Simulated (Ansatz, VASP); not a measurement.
SnTeS4: VASP beside Ansatz

```
Sn Te S
1.0
     3.76274    0.00000    0.00000
    -1.88137    3.25862    0.00000
     0.00000    0.00000   13.77825
Sn Te S
1 1 4
Direct
  0.00000 0.00000 0.50000
  0.00000 0.00000 0.00000
  0.66667 0.33333 0.88576
  0.66667 0.33333 0.39420
  0.33333 0.66667 0.60580
  0.33333 0.66667 0.11424
```

Change from the starting cell: species swapped into the ZrTiS4 type (P-3m1, No. 164).

Alike in both runs: functional PBE; k mesh 12 × 12 × 2; occupations gaussian, width 0.02 eV; no spin polarisation.

Ansatz relaxed the structure, and its values are those at the end. VASP's run is a single point on that final structure, the one shown.

|  | VASP | Ansatz |
| --- | --- | --- |
| version | VASP 6.6.1 | Ansatz 0.2.0 |
| potentials or method | VASP PAW PBE potentials, release 64 (Sn_d, Te, S), cutoff 520 eV | scalar-relativistic, plane waves, PAW |
| valence electrons in the cell | 44 | 54 |

```csv
,VASP,Ansatz,Ansatz less VASP
gap on the k mesh at the Fermi level (eV),0.64,0.64,+0.001
least direct gap on the mesh (eV),1.30,1.29,-0.006
pressure (GPa),-0.1,0.0,+0.14
rms of the force components (eV/Å),0.008,0.001,-0.0070
```

VASP's potentials hold 44 valence electrons a cell and Ansatz's 54, so a difference there can come from the potentials and not from the codes.

Spin-orbit coupling is off throughout.
